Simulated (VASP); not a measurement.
A run of VASP 6.6.1 is set up as follows.

File INCAR:

```
PREC = Accurate ; ENCUT = 500
EDIFF = 1E-6 ; ISMEAR = -1
SIGMA = 0.1 ; LREAL = F
LASPH = T ; NELM = 120
ALGO = Normal ; ISIF = 2
LWAVE = F ; LCHARG = T
GGA = PS ; LELF = T
LVHAR = T ; NBANDS = 18
GGA_COMPAT = F
```

File KPOINTS:

```
regular mesh
0
Gamma
  9 9 5
```

File POSCAR:

```
Au
1.0
    2.8659931711      0.0000000000      0.0000000000
   -1.4329965855      2.4820228932      0.0000000000
    0.0000000000      0.0000000000      4.7853628026
Au
2
Direct
    0.3333333333      0.6666666667      0.2500000000
    0.6666666667      0.3333333333      0.7500000000
```

Potentials or basis: VASP PAW PBE potentials, release 64 (Au).

Command:

```console
$ cat potpaw_PBE.64/Au/POTCAR > POTCAR
$ mpirun -np 1 vasp_std > vasp.out
```

(1) What does it give for the band gap on the k mesh?

(2) What does it give for the pressure?

Answers

(1) zero (bands 11 and 12 overlap by 6.08 eV).

(2) -0.3 GPa.

Caveat: the PAW data sets were made with another functional, which shifts forces and pressure a little; spin-orbit coupling is left out, which moves the levels of the heavy elements.
